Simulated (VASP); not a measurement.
# Mg3Te (Pm-3m) in VASP: single point with PBE

Aim: the single point of Mg3Te with PBE.

All numbers are computed with VASP 6.6.1; they aren't measurements. Logs are shortened: lines on timing, memory, paths and dates and some standing lists are left out, and cuts for length are marked.

## (1) The cell of the first run

The structure is cubic, space group Pm-3m (No. 221). The conventional cell has a = 4.442 Å, b = 4.442 Å, c = 4.442 Å, α = 90.00°, β = 90.00°, γ = 90.00°. Mg (site symmetry 4/mmm) has 2 Te at 2.22 Å within 2.9 Å. Within 2.9 Å of Te (site symmetry m-3m) lie 6 Mg at 2.22 Å.

## (2) Single point, PBE

Input file INCAR:

```
SYSTEM = Mg3Te
  PREC = Accurate
  ENCUT = 520
  EDIFF = 1E-7
  ISMEAR = 0
  SIGMA = 0.1
  LREAL = .False.
  LASPH = .True.
  NELM = 80
  ALGO = Fast
  ISIF = 2
  LWAVE = .False.
  LCHARG = .True.
  GGA = PE
  LELF = .True.
  LVHAR = .True.
  NBANDS = 14
```

Input file KPOINTS:

```
Automatic mesh
0
Gamma
  4 4 4
  0 0 0
```

Input file POSCAR:

```
Mg3Te
1.0
    4.4423910000      0.0000000000      0.0000000000
    0.0000000000      4.4423910000      0.0000000000
    0.0000000000      0.0000000000      4.4423910000
Mg Te
3 1
Direct
    0.5000000000      0.0000000000      0.0000000000
    0.0000000000      0.5000000000      0.0000000000
    0.0000000000      0.0000000000      0.5000000000
    0.0000000000      0.0000000000      0.0000000000
```

Potentials or basis: VASP PAW PBE potentials, release 64 (Mg, Te).

Launch:

```
> cat potpaw_PBE.64/Mg/POTCAR potpaw_PBE.64/Te/POTCAR > POTCAR
> mpirun -np 1 vasp_std > vasp.out
```

OUTCAR:

```text
SYSTEM = Mg3Te
   PREC = Accurate
   ENCUT = 520
   EDIFF = 1E-7
   ISMEAR = 0
   LREAL = .False.
   LASPH = .True.
   NELM = 80
   ISIF = 2
   GGA = PE

 ion  position               nearest neighbor table
   1  0.500  0.000  0.000-   4 2.22   4 2.22   2 3.14   3 3.14   2 3.14   2 3.14   3 3.14   3 3.14
                             3 3.14   2 3.14
   2  0.000  0.500  0.000-   4 2.22   4 2.22   1 3.14   3 3.14   1 3.14   3 3.14   3 3.14   3 3.14
                             1 3.14   1 3.14
   3  0.000  0.000  0.500-   4 2.22   4 2.22   1 3.14   1 3.14   2 3.14   2 3.14   2 3.14   2 3.14
                             1 3.14   1 3.14
   4  0.000  0.000  0.000-   1 2.22   2 2.22   3 2.22   3 2.22   2 2.22   1 2.22

  LATTYP: Found a simple cubic cell.
 ALAT       =     4.4423910000

  Lattice vectors:

 A1 = (   4.4423910000,   0.0000000000,   0.0000000000)
 A2 = (   0.0000000000,   4.4423910000,   0.0000000000)
 A3 = (   0.0000000000,   0.0000000000,   4.4423910000)

Analysis of symmetry for initial positions (statically):
=====================================================================
 Subroutine PRICEL returns:
 Original cell was already a primitive cell.

 Routine SETGRP: Setting up the symmetry group for a
 simple cubic supercell.

 Subroutine GETGRP returns: Found 48 space group operations
 (whereof 48 operations were pure point group operations)
 out of a pool of 48 trial point group operations.

The static configuration has the point symmetry O_h .

Analysis of symmetry for dynamics (positions and initial velocities):
=====================================================================
 Subroutine PRICEL returns:
 Original cell was already a primitive cell.

 Routine SETGRP: Setting up the symmetry group for a
 simple cubic supercell.

 Subroutine GETGRP returns: Found 48 space group operations
 (whereof 48 operations were pure point group operations)
 out of a pool of 48 trial point group operations.

The dynamic configuration has the point symmetry O_h .

 Subroutine INISYM returns: Found 48 space group operations
 (whereof 48 operations are pure point group operations),
 and found     1 'primitive' translations

----------------------------------------------------------------------------------------

                                     Primitive cell

  volume of cell :      87.6699

  direct lattice vectors                    reciprocal lattice vectors
     4.442391000  0.000000000  0.000000000     0.225104004  0.000000000  0.000000000
     0.000000000  4.442391000  0.000000000     0.000000000  0.225104004  0.000000000
     0.000000000  0.000000000  4.442391000     0.000000000  0.000000000  0.225104004

  length of vectors
[... 88 lines left out ...]
   IALGO  =     68    algorithm
   IMIX   =      4    mixing-type and parameters
     AMIX     =   0.40;   BMIX     =  1.00
     AMIX_MAG =   1.60;   BMIX_MAG =  1.00
  volume/ion in A,a.u.               =      21.92       147.91
  Fermi-wavevector in a.u.,A,eV,Ry     =   0.843694  1.594351  9.684901  0.711820
  Thomas-Fermi vector in A             =   1.958603
   LORBIT       =      0    0 simple, 1 ext, 2 COOP (PROOUT), +10 PAW based schemes
   GGA     = PE    functional components
   LHFCALC =     F    Hartree Fock is set to
   AEXX    =    0.0000 exact exchange contribution
   IVDW    =     0    specifies the selected vdW correction
   LEPSILON=     F    determine dielectric tensor
   LRPA    =     F    only Hartree local field effects (RPA)
 non-spin polarized calculation
 RMM-DIIS sequential band-by-band and
 Gauss-broadening in eV      SIGMA  =   0.10
  energy-cutoff  :      520.00
  volume of cell :       87.67
 maximum number of plane-waves:      2383
 NGX is ok and might be reduce to    36
   NGX = 17   NGY = 17   NGZ = 17

 number of electron      11.9999998 magnetization

 Free energy of the ion-electron system (eV)
  ---------------------------------------------------
  ext. energy  EPLUGINS =         0.00000000
  ---------------------------------------------------
  free energy    TOTEN  =         2.88709564 eV

  energy without entropy =        2.91611911  energy(sigma->0) =        2.90160738

 E-fermi :   5.3286     XC(G=0):  -8.9404

 val. band max:        5.2846627060   @ k =   0.5000   0.2500   0.2500
 cond. band min:       5.3456162355   @ k =   0.2500   0.2500   0.2500
 fundamental gap:      0.0609535295
 Fermi energy:         5.3286046219

 k-point     1 :       0.0000    0.0000    0.0000
  band No.  band energies     occupation
      1     -10.3368      2.00000
      2      -0.9043      2.00000
      3      -0.9043      2.00000
      4      -0.9043      2.00000
      5       2.5256      2.00000
      6       5.4114      0.24173
      7       5.4114      0.24173
      8       9.0277      0.00000
      9       9.0277      0.00000
     10       9.0277      0.00000
     11      10.0455      0.00000
     12      10.0455      0.00000
     13      10.0455      0.00000
     14      11.2361      0.00000
[... 139 lines left out ...]
      1      -9.4718      2.00000
      2      -2.0599      2.00000
      3      -2.0599      2.00000
      4      -2.0599      2.00000
      5       3.7095      2.00000
      6       3.7095      2.00000
      7       3.7095      2.00000
      8       6.8446      0.00000
      9      11.3239      0.00000
     10      11.3239      0.00000
     11      11.3239      0.00000
     12      12.2485      0.00000
     13      12.2485      0.00000
     14      14.3968      0.00000

------------------------ aborting loop because EDIFF is reached ----------------------------------------

  FORCE on cell =-STRESS in cart. coord.  units (eV):
  Direction    XX          YY          ZZ          XY          YZ          ZX
  --------------------------------------------------------------------------------------
  -------------------------------------------------------------------------------------
  Total       28.1987510     28.1987510     28.1987510      0.0000000     -0.0000000      0.0000000
  in kB      515.3355614    515.3355614    515.3355614      0.0000000     -0.0000000      0.0000000
  external PRESSURE =     515.3355614 kB  Pullay stress =       0.0000000 kB

 VOLUME and BASIS-vectors are now :
 -----------------------------------------------------------------------------
  energy-cutoff  :      520.00
  volume of cell :       87.67
      direct lattice vectors                 reciprocal lattice vectors
     4.442391000  0.000000000  0.000000000     0.225104004  0.000000000  0.000000000
     0.000000000  4.442391000  0.000000000     0.000000000  0.225104004  0.000000000
     0.000000000  0.000000000  4.442391000     0.000000000  0.000000000  0.225104004

 POSITION                                       TOTAL-FORCE (eV/Angst)
 -----------------------------------------------------------------------------------
      2.22120      0.00000      0.00000         0.000000      0.000000      0.000000
      0.00000      2.22120      0.00000         0.000000      0.000000      0.000000
      0.00000      0.00000      2.22120         0.000000      0.000000      0.000000
      0.00000      0.00000      0.00000         0.000000      0.000000      0.000000
 -----------------------------------------------------------------------------------
    total drift:                               -0.000000     -0.000000     -0.000000

  FREE ENERGIE OF THE ION-ELECTRON SYSTEM (eV)
  ---------------------------------------------------
  free  energy   TOTEN  =         2.8870956447 eV

  energy  without entropy=        2.9161191130  energy(sigma->0) =        2.90160738
```

stdout:

```text
POSCAR found type information on POSCAR MgTe
 POSCAR found :  2 types and       4 ions
 scaLAPACK will be used
 LDA part: xc-table for (Slater+PW92), standard interpolation
 POSCAR, INCAR and KPOINTS ok, starting setup
 FFT: planning ... GRIDC
 FFT: planning ... GRID_SOFT
 FFT: planning ... GRID
 WAVECAR not read
 entering main loop
```

Run time: 26 s. Hardware: 1 thread of AMD EPYC 7R13 (Zen 3), shared host; peak memory 0.17 GiB.

Results:

| Property | Result |
| --- | --- |
| Free energy | 2.8871 eV |
| Pressure | 51.5 GPa |
| Band gap on the k mesh | zero (band 6 reaches 6.60 eV, above the bottom of band 7 at 3.71 eV) |

Levels at points of the mesh, in eV from the Fermi level:
| k point | band 2 | band 3 | band 4 | band 5 | band 6 | band 7 | band 8 | band 9 |
| --- | --- | --- | --- | --- | --- | --- | --- | --- |
| (0.00, 0.00, 0.00) | -6.23 | -6.23 | -6.23 | -2.80 | 0.08 | 0.08 | 3.70 | 3.70 |
| (0.50, 0.00, 0.00) | -8.06 | -6.05 | -6.05 | -1.10 | 0.58 | 1.11 | 1.11 | 1.52 |
| (0.50, 0.50, 0.00) | -7.70 | -7.70 | -5.88 | -2.33 | 1.27 | 1.69 | 1.69 | 1.76 |
| (0.50, 0.50, 0.50) | -7.39 | -7.39 | -7.39 | -1.62 | -1.62 | -1.62 | 1.52 | 6.00 |

Caveat: spin-orbit coupling is left out, which moves the levels of the heavy elements.
